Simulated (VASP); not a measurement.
# MgS (Fmmm) in VASP: further runs, part 2 of 3

VASP 6.6.1. The steps go on from the part before.

## (5) Single point, LDA (strain +0.1312 x Voigt [1, -1, 0, 0, 0, 0])

The input, INCAR:

```
PREC     = Accurate       # precision mode
ENCUT    = 520            # plane-wave cutoff, eV
EDIFF    = 1E-6           # SCF threshold, eV
ISMEAR   = 0              # smearing method
SIGMA    = 0.05           # smearing width, eV
LREAL    = False          # projectors in reciprocal space
LASPH    = True           # aspherical terms in the spheres
NELM     = 60             # most SCF steps
ALGO     = Normal         # electronic algorithm
ISIF     = 2              # what is computed and relaxed
LWAVE    = False          # write WAVECAR
LCHARG   = False          # write CHGCAR
NBANDS   = 11             # bands
```

The input, KPOINTS:

```
Automatic mesh
0
Gamma
  8 8 8
```

The input, POSCAR:

```
MgS
1.0
    0.0000000000      2.2603135200      2.6016500000
    2.9429864800      0.0000000000      2.6016500000
    2.9429864800      2.2603135200      0.0000000000
Mg S
1 1
Direct
    0.0000000000      0.0000000000      0.0000000000
    0.5000000000      0.5000000000      0.5000000000
```

Potentials or basis: VASP PAW LDA potentials, release 64 (Mg, S).

The run is started by

```console
> cat potpaw_LDA.64/Mg/POTCAR potpaw_LDA.64/S/POTCAR > POTCAR
> mpirun -np 1 vasp_std > vasp.out
```

OUTCAR:

```text
PREC = Accurate
   ENCUT = 520
   EDIFF = 1E-6
   ISMEAR = 0
   LREAL = False
   LASPH = True
   NELM = 60
   ISIF = 2

 ion  position               nearest neighbor table
   1  0.000  0.000  0.000-   2 2.26   2 2.26   2 2.60   2 2.60   2 2.94   2 2.94
   2  0.500  0.500  0.500-   1 2.26   1 2.26   1 2.60   1 2.60   1 2.94   1 2.94

  LATTYP: Found a face centered orthorhombic cell.
 ALAT       =     4.5206270400
 B/A-ratio  =     1.1510128913
 C/A-ratio  =     1.3020257827

  Lattice vectors:

 A1 = (  -2.9429864800,   0.0000000000,  -2.6016500000)
 A2 = (  -2.9429864800,   2.2603135200,   0.0000000000)
 A3 = (   0.0000000000,   2.2603135200,  -2.6016500000)

Analysis of symmetry for initial positions (statically):
=====================================================================
 Subroutine PRICEL returns:
 Original cell was already a primitive cell.

 Routine SETGRP: Setting up the symmetry group for a
 face centered orthorhombic supercell.

 Subroutine GETGRP returns: Found  8 space group operations
 (whereof  8 operations were pure point group operations)
 out of a pool of  8 trial point group operations.

The static configuration has the point symmetry D_2h.

Analysis of symmetry for dynamics (positions and initial velocities):
=====================================================================
 Subroutine PRICEL returns:
 Original cell was already a primitive cell.

 Routine SETGRP: Setting up the symmetry group for a
 face centered orthorhombic supercell.

 Subroutine GETGRP returns: Found  8 space group operations
 (whereof  8 operations were pure point group operations)
 out of a pool of  8 trial point group operations.

The dynamic configuration has the point symmetry D_2h.

 Subroutine INISYM returns: Found  8 space group operations
 (whereof  8 operations are pure point group operations),
 and found     1 'primitive' translations

----------------------------------------------------------------------------------------

                                     Primitive cell

  volume of cell :      34.6127

  direct lattice vectors                    reciprocal lattice vectors
     0.000000000  2.260313520  2.601650000    -0.169895446  0.221208251  0.192185728
     2.942986480  0.000000000  2.601650000     0.169895446 -0.221208251  0.192185728
     2.942986480  2.260313520  0.000000000     0.169895446  0.221208251 -0.192185728

  length of vectors
     3.446389405  3.928072319  3.710820210     0.338722463  0.338722463  0.338722463

  position of ions in fractional coordinates (direct lattice)
     0.000000000  0.000000000  0.000000000
     0.500000000  0.500000000  0.500000000

  ion indices of the primitive-cell ions
   primitive index   ion index
                 1           1
                 2           2

----------------------------------------------------------------------------------------

 KPOINTS: Automatic mesh

Automatic generation of k-mesh.
 Grid dimensions read from file:
 generate k-points for:    8    8    8

 Generating k-lattice:

  Cartesian coordinates                     Fractional coordinates (reciprocal lattice)
    -0.021236931  0.027651031  0.024023216     0.125000000  0.000000000  0.000000000
     0.021236931 -0.027651031  0.024023216     0.000000000  0.125000000  0.000000000
     0.021236931  0.027651031 -0.024023216     0.000000000  0.000000000  0.125000000

  Length of vectors
     0.042340308  0.042340308  0.042340308

  Shift w.r.t. Gamma in fractional coordinates (k-lattice)
     0.000000000  0.000000000  0.000000000

 Subroutine IBZKPT returns following result:
 ===========================================

 Found     95 irreducible k-points:

 Following reciprocal coordinates:
            Coordinates               Weight
  0.000000  0.000000  0.000000      1.000000
  0.125000  0.000000  0.000000      8.000000
  0.250000  0.000000  0.000000      8.000000
  0.375000  0.000000  0.000000      8.000000
  0.500000  0.000000  0.000000      4.000000
  0.125000  0.125000  0.000000      2.000000
[... 16 lines left out ...]
  0.250000  0.000000  0.125000      8.000000
  0.375000  0.000000  0.125000      8.000000
 [... further k-points ...]
   k-points           NKPTS =     95   k-points in BZ     NKDIM =     95   number of bands    NBANDS=     11
   number of dos      NEDOS =    301   number of ions     NIONS =      2
   total plane-waves  NPLWV =  23520
   dimension x,y,z NGX =    28 NGY =   30 NGZ =   28
   dimension x,y,z NGXF=    56 NGYF=   60 NGZF=   56
   ions per type =               1   1
   NGX,Y,Z   is equivalent  to a cutoff of  13.51, 12.70, 12.54 a.u.
   NGXF,Y,Z  is equivalent  to a cutoff of  27.01, 25.39, 25.09 a.u.
 SYSTEM =  unknown system
   PREC   = accura    normal or accurate (medium, high low for compatibility)
   ISTART =      0    job   : 0-new  1-cont  2-samecut
   ICHARG =      2    charge: 1-file 2-atom 10-const
   ISPIN  =      1    spin polarized calculation?
   LNONCOLLINEAR =      F non collinear calculations
   LSORBIT =      F    spin-orbit coupling
   LASPH  =      T    aspherical Exc in radial PAW
   ENCUT  =  520.0 eV  38.22 Ry    6.18 a.u.   6.41  7.30  6.90*2*pi/ulx,y,z
   NELM   =     60;   NELMIN=  2; NELMDL= -5     # of ELM steps
   EDIFF  = 0.1E-05   stopping-criterion for ELM
   LREAL  =      F    real-space projection
   EDIFFG = 0.1E-04   stopping-criterion for IOM
   NSW    =      0    number of steps for IOM
   IBRION =     -1    ionic relax: 0-MD 1-quasi-New 2-CG
   NFREE  =      0    steps in history (QN), initial steepest desc. (CG)
   ISIF   =      2    stress and relaxation
   ISYM   =      2    0-nonsym 1-usesym 2-fastsym
   POTIM  = 0.5000    time-step for ionic-motion
   TEBEG  =    0.0;   TEEND  =   0.0 temperature during run
   PSTRESS=    0.0 pullay stress
   NELECT =       8.0000    total number of electrons
   NUPDOWN=      -1.0000    fix difference up-down
   EMIN   =  10.00;   EMAX   =-10.00  energy-range for DOS
   EFERMI =   0.00;   METHOD = LEGACY
   ISMEAR =     0;   SIGMA  =   0.05  broadening in eV -4-tet -1-fermi 0-gaus
   EFERMI_NEDOS =   21; number of points for ismear=-14 and -15
   IALGO  =     38    algorithm
   IMIX   =      4    mixing-type and parameters
     AMIX     =   0.40;   BMIX     =  1.00
     AMIX_MAG =   1.60;   BMIX_MAG =  1.00
  volume/ion in A,a.u.               =      17.31       116.79
  Fermi-wavevector in a.u.,A,eV,Ry     =   1.004676  1.898563 13.733377  1.009375
  Thomas-Fermi vector in A             =   2.137307
   LORBIT       =      0    0 simple, 1 ext, 2 COOP (PROOUT), +10 PAW based schemes
   GGA     = CA    functional components
   LHFCALC =     F    Hartree Fock is set to
   AEXX    =    0.0000 exact exchange contribution
   IVDW    =     0    specifies the selected vdW correction
   LEPSILON=     F    determine dielectric tensor
   LRPA    =     F    only Hartree local field effects (RPA)
 non-spin polarized calculation
 Gauss-broadening in eV      SIGMA  =   0.05
  energy-cutoff  :      520.00
  volume of cell :       34.61
 maximum number of plane-waves:       951
 NGX is ok and might be reduce to    28
   NGX = 13   NGY = 15   NGZ = 13

 number of electron       8.0000000 magnetization

 Free energy of the ion-electron system (eV)
  ---------------------------------------------------
  ext. energy  EPLUGINS =         0.00000000
  ---------------------------------------------------
  free energy    TOTEN  =        -9.12500180 eV

  energy without entropy =       -9.12500180  energy(sigma->0) =       -9.12500180

 E-fermi :   4.1683     XC(G=0):  -9.9909

 val. band max:        3.8949040717   @ k =   0.0000   0.0000   0.0000
 cond. band min:       6.2357838558   @ k =   0.5000   0.0000   0.5000
 fundamental gap:      2.3408797841
 Fermi energy:         4.1682738213

 k-point     1 :       0.0000    0.0000    0.0000
  band No.  band energies     occupation
      1      -9.1657      2.00000
      2       2.9943      2.00000
      3       3.8526      2.00000
      4       3.8949      2.00000
      5       7.2341      0.00000
      6      10.4844      0.00000
      7      11.8079      0.00000
      8      12.3782      0.00000
      9      13.2330      0.00000
     10      14.1814      0.00000
     11      15.2442      0.00000
[... 309 lines left out ...]
 k-point    24 :       0.3750    0.0000    0.1250
  band No.  band energies     occupation
      1      -7.9661      2.00000
      2      -0.5796      2.00000
      3       2.5640      2.00000
      4       2.7833      2.00000
      5       8.3705      0.00000
      6      10.6584      0.00000
      7      11.3431      0.00000
      8      12.2166      0.00000
      9      14.5410      0.00000
     10      17.0126      0.00000
     11      18.0199      0.00000

 [... further k-points ...]
[... 5 lines left out ...]
  --------------------------------------------------------------------------------------
  -------------------------------------------------------------------------------------
  Total       -1.7233141      6.0153854     -0.0677630      0.0000000      0.0000000      0.0000000
  in kB      -79.7699306    278.4442304     -3.1366585      0.0000000      0.0000000      0.0000000
  external PRESSURE =      65.1792138 kB  Pullay stress =       0.0000000 kB

 VOLUME and BASIS-vectors are now :
 -----------------------------------------------------------------------------
  energy-cutoff  :      520.00
  volume of cell :       34.61
      direct lattice vectors                 reciprocal lattice vectors
     0.000000000  2.260313520  2.601650000    -0.169895446  0.221208251  0.192185728
     2.942986480  0.000000000  2.601650000     0.169895446 -0.221208251  0.192185728
     2.942986480  2.260313520  0.000000000     0.169895446  0.221208251 -0.192185728

 POSITION                                       TOTAL-FORCE (eV/Angst)
 -----------------------------------------------------------------------------------
      0.00000      0.00000      0.00000         0.000000     -0.000000      0.000000
      2.94299      2.26031      2.60165        -0.000000      0.000000     -0.000000
 -----------------------------------------------------------------------------------
    total drift:                                0.000000      0.000000      0.000000

  FREE ENERGIE OF THE ION-ELECTRON SYSTEM (eV)
  ---------------------------------------------------
  free  energy   TOTEN  =        -9.1250018033 eV

  energy  without entropy=       -9.1250018033  energy(sigma->0) =       -9.12500180
```

It took 31 s on 1 thread of Intel Xeon Platinum 8375C at 2.90GHz (Ice Lake), shared host; peak memory 0.16 GiB.

What came out:

- Free energy: -9.1250 eV
- Pressure: 6.5 GPa
- Band gap on the k mesh: 2.34 eV, indirect (least direct gap 3.34 eV)

Caveat: the cell differs from its parent crystal (strain +0.1312 x Voigt [1, -1, 0, 0, 0, 0]). A k mesh can miss the band edges.

(Part 2 of 3 ends here.)
